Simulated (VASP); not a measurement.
A run of VASP 6.6.1 is set up as follows.

INCAR

```
PREC = Accurate
ENCUT = 520
EDIFF = 1E-7
ISMEAR = 0
SIGMA = 0.1
LREAL = False
LASPH = True
NELM = 60
ALGO = Normal
ISIF = 2
LWAVE = False
LCHARG = True
GGA = PE
LELF = True
LVHAR = True
NBANDS = 24
```

File KPOINTS:

```
Automatic mesh
0
Gamma
  4 4 4
```

Contents of POSCAR:

```
Te2I3
1.0
    5.9302283200      0.0000000000      0.0000000000
    0.0000000000      5.9302283200      0.0000000000
    0.0000000000      0.0000000000      5.9302283200
Te I
2 3
Direct
    0.5000000000      0.5000000000      0.5000000000
    0.0000000000      0.0000000000      0.0000000000
    0.5000000000      0.0000000000      0.0000000000
    0.0000000000      0.5000000000      0.0000000000
    0.0000000000      0.0000000000      0.5000000000
```

Potentials or basis: VASP PAW PBE potentials, release 64 (Te, I).

Launch:

```sh
$ cat potpaw_PBE.64/Te/POTCAR potpaw_PBE.64/I/POTCAR > POTCAR
$ mpirun -np 1 vasp_std > vasp.out
```

Question: What does it give for the pressure?

Answer: 0.8 GPa.

Caveat: an odd number of electrons without spin polarisation forces a metal; a magnetic or distorted state may lie lower.
